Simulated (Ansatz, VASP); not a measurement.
# HfSc2O3 in VASP and in Ansatz

The input INCAR:

```
PREC     = Accurate       # precision mode
ENCUT    = 520            # plane-wave cutoff, eV
EDIFF    = 1E-6           # SCF threshold, eV
ISMEAR   = 0              # smearing method
SIGMA    = 0.1            # smearing width, eV
LREAL    = F              # projectors in reciprocal space
LASPH    = T              # aspherical terms in the spheres
NELM     = 100            # most SCF steps
ALGO     = Normal         # electronic algorithm
ISIF     = 2              # what is computed and relaxed
LWAVE    = F              # write WAVECAR
LCHARG   = T              # write CHGCAR
GGA      = PE             # functional
LELF     = T              # ELF
LVHAR    = T            
NBANDS   = 34             # bands
```

Contents of KPOINTS:

```
regular mesh
0
Gamma
  6 6 4
```

Contents of POSCAR:

```
HfSc2O3
1.0
    4.1583684800      0.0000000000      0.0000000000
   -2.0791842400      3.6012527400      0.0000000000
    0.0000000000      0.0000000000      5.4929693000
Hf Sc O
1 2 3
Direct
    0.0000000000      0.0000000000      0.5000000000
    0.3333333300      0.6666666700      0.0000000000
    0.6666666700      0.3333333300      0.0000000000
    0.3333333300      0.6666666700      0.5000000000
    0.6666666700      0.3333333300      0.5000000000
    0.0000000000      0.0000000000      0.0000000000
```

Input for Ansatz:

```yaml
crystal:
  lattice:
    - [4.15836848, 0.0, 0.0]
    - [-2.07918424, 3.60125274, 0.0]
    - [0.0, 0.0, 5.4929693]
  atoms:
    - { symbol: Hf, position: [0.0, 0.0, 0.5] }
    - { symbol: Sc, position: [0.33333333, 0.66666667, 0.0] }
    - { symbol: Sc, position: [0.66666667, 0.33333333, 0.0] }
    - { symbol: O, position: [0.33333333, 0.66666667, 0.5] }
    - { symbol: O, position: [0.66666667, 0.33333333, 0.5] }
    - { symbol: O, position: [0.0, 0.0, 0.0] }
basis:
  ecutwfc: 420
kpoints:
  mp_grid: { grid: [6, 6, 4] }
hamiltonian:
  xc: pbe
scf:
  occupations: { method: gaussian, width: 0.1 }
  lower_state_search: "off"
output:
  forces: true
  stress: true
  eigenvalues: true
```

Alike in both runs: task single point; functional PBE; k mesh 6 × 6 × 4; occupations gaussian, width 0.1 eV; no spin polarisation.

|  | VASP | Ansatz |
| --- | --- | --- |
| version | VASP 6.6.1 | Ansatz 0.2.0 |
| potentials or method | VASP PAW PBE potentials, release 64 (Hf_pv, Sc_sv, O), cutoff 520 eV | scalar-relativistic, plane waves, PAW |
| valence electrons in the cell | 50 | 66 |

VASP gave:

- gap on the k mesh at the Fermi level (eV): none
- pressure (GPa): -13.8
- traceless stress, the component that is largest in VASP (GPa): -14.09

Task: Estimate Ansatz's values.

Result: gap on the k mesh at the Fermi level (eV): none; pressure (GPa): -13.4; traceless stress, the component that is largest in VASP (GPa): -14.05.

A gap of «none» marks a metal or a gap that the smearing closes. VASP's potentials hold 50 valence electrons a cell and Ansatz's 66, so a difference there can come from the potentials and not from the codes.

Spin-orbit coupling is off throughout.
